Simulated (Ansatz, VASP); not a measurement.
**Two plane-wave programs on MgO**

File INCAR:

```
PREC     = Accurate       # precision mode
ENCUT    = 840            # plane-wave cutoff, eV
EDIFF    = 1E-6           # SCF threshold, eV
ISMEAR   = 1              # smearing method
SIGMA    = 0.5            # smearing width, eV
LREAL    = F              # projectors in reciprocal space
LASPH    = T              # aspherical terms in the spheres
NELM     = 120            # most SCF steps
ALGO     = Normal         # electronic algorithm
ISIF     = 2              # what is computed and relaxed
LWAVE    = F              # write WAVECAR
LCHARG   = F              # write CHGCAR
GGA      = PS             # functional
NBANDS   = 15             # bands
GGA_COMPAT= F
```

Contents of KPOINTS:

```
regular mesh
0
Gamma
  8 8 8
```

File POSCAR:

```
MgO
1.0
    0.0000000000      2.1021674168      2.1021674168
    2.1021674168      0.0000000000      2.1021674168
    2.1021674168      2.1021674168      0.0000000000
Mg O
1 1
Direct
    0.0000000000      0.0000000000      0.0000000000
    0.5000000000      0.5000000000      0.5000000000
```

Input for Ansatz:

```yaml
crystal:
  lattice:
    - [0.0, 2.1021674168, 2.1021674168]
    - [2.1021674168, 0.0, 2.1021674168]
    - [2.1021674168, 2.1021674168, 0.0]
  atoms:
    - { symbol: Mg, position: [0.0, 0.0, 0.0] }
    - { symbol: O, position: [0.5, 0.5, 0.5] }
kpoints:
  mp_grid: { grid: [8, 8, 8] }
hamiltonian:
  xc: pbesol
scf:
  occupations: { method: methfessel_paxton, width: 0.5 }
  n_extra_bands: 4
output:
  forces: true
  stress: true
  eigenvalues: true
```

Alike in both runs: task single point; functional PBEsol; k mesh 8 × 8 × 8; occupations methfessel-paxton of order 1, width 0.5 eV; no spin polarisation.

```csv
,VASP,Ansatz
version,VASP 6.6.1,Ansatz 0.2.0
potentials or method,"VASP PAW PBE potentials, release 64 (Mg_sv, O)",plane waves
plane-wave cutoff (eV),840,420
valence electrons in the cell,16,16
```

|  | VASP | Ansatz | Ansatz less VASP |
| --- | --- | --- | --- |
| pressure (GPa) | 1.1 | 1.1 | +0.01 |

VASP's potentials were made for PBE, not for PBEsol.
